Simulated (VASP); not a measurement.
Wanted: the native input for a VASP 6.6.1 run.

```
Task                   : single point
Functional             : LDA
Potentials or basis    : VASP PAW LDA potentials, release 64 (Hf_pv, O)
Cutoff                 : 520 eV
k mesh                 : 8 × 8 × 8
Occupations            : gaussian, width 0.05 eV
Spin                   : no spin polarisation
Dipole correction      : no
Further INCAR settings : ALGO = Normal; EDIFF = 1e-07; NBANDS = 18
```

The structure of HfO2 lies in POSCAR:

```
HfO2
1.0
    0.0000000000      2.5008001766      2.5008001766
    2.5008001766      0.0000000000      2.5008001766
    2.5008001766      2.5008001766      0.0000000000
Hf O
1 2
Direct
   -0.0010573696      0.0010573696      0.0052868482
    0.2558981122      0.2441018878      0.2205094391
    0.7558981122      0.7441018878      0.7205094391
```

This cell differs from its parent crystal: atoms displaced along several vibrational modes.

One way to write it, as run:

INCAR

```
  ALGO = Normal
  EDIFF = 1E-7
  ENCUT = 520
  GGA = CA
  ISIF = 2
  ISMEAR = 0
  LASPH = True
  LCHARG = False
  LREAL = False
  LWAVE = False
  NBANDS = 18
  NELM = 100
  PREC = Accurate
  SIGMA = 0.05
```

KPOINTS

```
k-points
0
Gamma
  8 8 8
```

Potentials or basis: VASP PAW LDA potentials, release 64 (Hf_pv, O).

Run with:

```sh
$ cat potpaw_LDA.64/Hf_pv/POTCAR potpaw_LDA.64/O/POTCAR > POTCAR
$ mpirun -np 1 vasp_std > vasp.out
```

It gave:

| Quantity | Value |
| --- | --- |
| Pressure | -1.3 GPa |
| Largest force | 0.881 eV/Å |
| Band gap on the k mesh | 3.70 eV |

Caveat: the cell differs from its parent crystal (atoms displaced along several vibrational modes); spin-orbit coupling is left out, which moves the levels of the heavy elements.

Run time: 43 s on 1 thread of Intel(R) Xeon(R) Platinum 8488C (Sapphire Rapids), on a shared host, peak memory 0.2 GiB.
